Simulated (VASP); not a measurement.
Set up this calculation in VASP 6.6.1, as the native input.

- Task: single point
- Functional: PBE
- Potentials or basis: VASP PAW PBE potentials, release 64 (Al, Cu)
- Cutoff: 520 eV
- k mesh: 6 × 6 × 6
- Occupations: gaussian, width 0.2 eV
- Spin: no spin polarisation
- Dipole correction: no
- Further INCAR settings: ALGO = Fast; EDIFF = 1e-06; NBANDS = 26

The structure of Al7Cu lies in POSCAR:

```
Al7Cu
1.0
    0.0000000000      3.9797635600      3.9797635600
    3.9797635600      0.0000000000      3.9797635600
    3.9797635600      3.9797635600      0.0000000000
Al Cu
7 1
Direct
    0.5000000000      1.0000000000      0.0000000000
    1.0000000000      0.5000000000      0.5000000000
    1.0000000000      0.5000000000      0.0000000000
    0.5000000000      0.0000000000      0.5000000000
    1.0000000000      0.0000000000      0.5000000000
    0.5000000000      0.5000000000      0.0000000000
    0.0000000000      0.0000000000      0.0000000000
    0.5000000000      0.5000000000      0.5000000000
```

The input as run:

INCAR

```
SYSTEM = Al7Cu
ALGO = Fast
EDIFF = 1E-6
ENCUT = 520
GGA = PE
ISIF = 2
ISMEAR = 0
LASPH = .True.
LCHARG = .True.
LELF = .True.
LREAL = .False.
LVHAR = .True.
LWAVE = .False.
NBANDS = 26
NELM = 80
PREC = Accurate
SIGMA = 0.2
```

KPOINTS

```
k-points
0
Gamma
  6 6 6
  0 0 0
```

Potentials or basis: VASP PAW PBE potentials, release 64 (Al, Cu).

Launch:

```bash
$ cat potpaw_PBE.64/Al/POTCAR potpaw_PBE.64/Cu/POTCAR > POTCAR
$ mpirun -np 1 vasp_std > vasp.out
```

It gave:

The pressure is -0.1 GPa and the band gap on the k mesh is zero (band 16 reaches 8.85 eV, above the bottom of band 17 at 5.57 eV).

Run time: 97 s on 1 thread of AMD EPYC 7R13 Processor (Zen 3), on a shared host, peak memory 0.24 GiB.
